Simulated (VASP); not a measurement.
The system is HgTe (Coloradoite).

```xyz
2
Lattice="0.0000 3.2145 3.2145 3.2145 0.0000 3.2145 3.2145 3.2145 0.0000" Properties=species:S:1:pos:R:3 pbc="T T T"
Hg    0.0000    0.0000    0.0000
Te    4.8217    4.8217    4.8217
```

```yaml
Program: VASP 6.6.1
Task: relaxation of cell and atoms
Functional: PBE
Dispersion: D3(BJ)
Potentials_or_basis: VASP PAW PBE potentials, release 64 (Hg, Te)
Cutoff: 600 eV
k_mesh: 7 × 7 × 7
Occupations: fermi-dirac, width 0.05 eV
Spin: no spin polarisation
```

At the start: pressure 2.6 GPa; volume 33.22 Å³/atom.

Task: How do energy, volume and symmetry change on relaxing?

Result: Over 3 steps the energy falls by 14.8 meV/atom and the volume is 35.14 Å³/atom (+5.8 %); space group F-43m (No. 216, to 0.05 Å).

The path:
| step | energy change (eV) | largest force (eV/Å) | pressure (GPa) | volume (Å³) |
| --- | --- | --- | --- | --- |
| 1 | 0.0000 | 0.0000 | 2.60 | 66.43 |
| 2 | -0.0260 | 0.0000 | -0.78 | 71.76 |
| 3 | -0.0297 | 0.0000 | 0.01 | 70.29 |

Final structure:
```xyz
2
Lattice="0.0000 3.2755 3.2755 3.2755 0.0000 3.2755 3.2755 3.2755 0.0000" Properties=species:S:1:pos:R:3 pbc="T T T"
Hg    0.0000    0.0000    0.0000
Te    4.9133    4.9133    4.9133
```

Caveat: pairwise dispersion overbinds metals, which lowers pressure and volume.
